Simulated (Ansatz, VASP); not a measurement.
**Two plane-wave programs on Rh**

POSCAR

```
Rh
1.0
   -1.5351900535      1.5351900535      1.5351900535
    1.5351900535     -1.5351900535      1.5351900535
    1.5351900535      1.5351900535     -1.5351900535
Rh
1
Direct
    0.0000000000      0.0000000000      0.0000000000
```

The input INCAR.step1:

```
PREC = Accurate
ENCUT = 520
ISMEAR = 0
SIGMA = 0.05
LREAL = F
LASPH = T
NELM = 80
NBANDS = 14
GGA = PE
ALGO = Normal
EDIFF = 1E-4
LWAVE = T
LCHARG = F
```

Contents of INCAR.step2:

```
PREC = Accurate
ENCUT = 520
EDIFF = 1E-6
ISMEAR = 0
SIGMA = 0.05
LREAL = F
LASPH = T
NELM = 80
ALGO = Normal
ISIF = 2
LWAVE = F
LCHARG = F
METAGGA = R2SCAN
LMIXTAU = T
NBANDS = 14
ISTART = 1
```

Contents of KPOINTS:

```
regular mesh
0
Gamma
  20 20 20
```

Input for Ansatz:

```yaml
crystal:
  lattice:
    - [-1.5351900535, 1.5351900535, 1.5351900535]
    - [1.5351900535, -1.5351900535, 1.5351900535]
    - [1.5351900535, 1.5351900535, -1.5351900535]
  atoms:
    - { symbol: Rh, position: [0.0, 0.0, 0.0] }
basis:
  ecutwfc: 500
  ecutrho_ratio: 4
kpoints:
  mp_grid: { grid: [20, 20, 20] }
hamiltonian:
  xc: r2scan
scf:
  occupations: { method: gaussian, width: 0.05 }
output:
  forces: true
  stress: true
  eigenvalues: true
```

Alike in both runs: task single point; functional r2SCAN; k mesh 20 × 20 × 20; occupations gaussian, width 0.05 eV; no spin polarisation.

|  | VASP | Ansatz |
| --- | --- | --- |
| version | VASP 6.6.1 | Ansatz 0.2.0 |
| potentials or method | VASP PAW PBE potentials, release 64 (Rh_pv), cutoff 520 eV | scalar-relativistic, plane waves, PAW |
| valence electrons in the cell | 15 | 17 |

Ansatz gave:

```
gap on the k mesh at the Fermi level (eV) : none
pressure (GPa)                            : -6.3
```

Problem. Which values does VASP return?

Solution. gap on the k mesh at the Fermi level (eV): none; pressure (GPa): -5.1.

VASP's potentials were made for PBE, not for r2SCAN. A gap of «none» marks a metal or a gap that the smearing closes. VASP's potentials hold 15 valence electrons a cell and Ansatz's 17, so a difference there can come from the potentials and not from the codes.
